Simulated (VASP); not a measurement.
Ag: vibrations by perturbation theory with PBE

Ag:

```
CELL_PARAMETERS angstrom
2.93066 0.00000 0.00000
-1.46533 2.53803 0.00000
0.00000 0.00000 4.80934
ATOMIC_POSITIONS crystal
Ag 0.33333 0.66667 0.25000
Ag 0.66667 0.33333 0.75000
```

* Program: VASP 6.6.1
* Task: vibrations by perturbation theory
* Functional: PBE
* Potentials or basis: VASP PAW PBE potentials, release 64 (Ag)
* Cutoff: 520 eV
* k mesh: 18 × 18 × 10
* Occupations: fermi-dirac, width 0.15 eV
* Spin: no spin polarisation
* Dipole correction: no
* Further INCAR settings: ALGO = Normal; EDIFF = 1e-08; NBANDS = 18; IBRION = 8; NSW = 1

* Highest phonon frequency at Γ: 155 cm⁻¹

Phonon frequencies in cm⁻¹ (negative: imaginary):
| q point | frequencies |
| --- | --- |
| (0.000, 0.000, 0.000) | 0 0 0 64 64 155 |

Run time: 23 min on 1 thread of AMD EPYC 7R43 64-Core Processor (Zen 3) (shared host), peak memory 1.1 GiB.
